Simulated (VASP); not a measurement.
A run of VASP 6.6.1 is set up as follows.

INCAR

```
PREC = Accurate ; ENCUT = 600
EDIFF = 1E-7 ; ISMEAR = -1
SIGMA = 0.1 ; LREAL = False
LASPH = True ; NELM = 60
ALGO = Normal ; ISIF = 3
LWAVE = False ; LCHARG = False
GGA = PS ; IBRION = 2
NSW = 100 ; EDIFFG = -0.002
```

File KPOINTS:

```
regular mesh
0
Gamma
  12 12 6
```

File POSCAR:

```
Tl
1.0
    3.4560000000      0.0000000000      0.0000000000
   -1.7280000000      2.9929837955      0.0000000000
    0.0000000000      0.0000000000      5.5250000000
Tl
2
Direct
    0.3333333333      0.6666666667      0.2500000000
    0.6666666667      0.3333333333      0.7500000000
```

Potentials or basis: VASP PAW PBE potentials, release 64 (Tl_d).

The run is started by

```bash
$ cat potpaw_PBE.64/Tl_d/POTCAR > POTCAR
$ mpirun -np 1 vasp_std > vasp.out
```

**Question.** Estimate the relaxed volume.

**Answer.** 28.68 Å³/atom.

**Question.** Estimate the band gap on the k mesh.

**Answer.** Zero (band 13 reaches 9.97 eV, above the bottom of band 14 at 4.06 eV).

**Question.** Estimate the space group after relaxing (to 0.05 Å).

**Answer.** P6_3/mmc (No. 194).

**Question.** What does it give for the relaxed cell?

**Answer.** a = 3.475 Å, b = 3.475 Å, c = 5.486 Å, α = 90.00°, β = 90.00°, γ = 120.00°.

Step by step:
```
step  energy change (eV)  largest force (eV/Å)  pressure (GPa)  volume (Å³)
   1              0.0000                0.0000            0.09        57.15
   2             -0.0005                0.0000            0.02        57.29
   3             -0.0007                0.0000           -0.08        57.47
   4             -0.0007                0.0000           -0.10        57.50
   5             -0.0008                0.0000            0.03        57.34
   6             -0.0008                0.0000           -0.01        57.36
   7             -0.0008                0.0000            0.00        57.36
```

Caveat: the PAW data sets were made with another functional, which shifts forces and pressure a little; spin-orbit coupling is left out, which moves the levels of the heavy elements. Zero-point motion and thermal expansion aren't in these numbers.
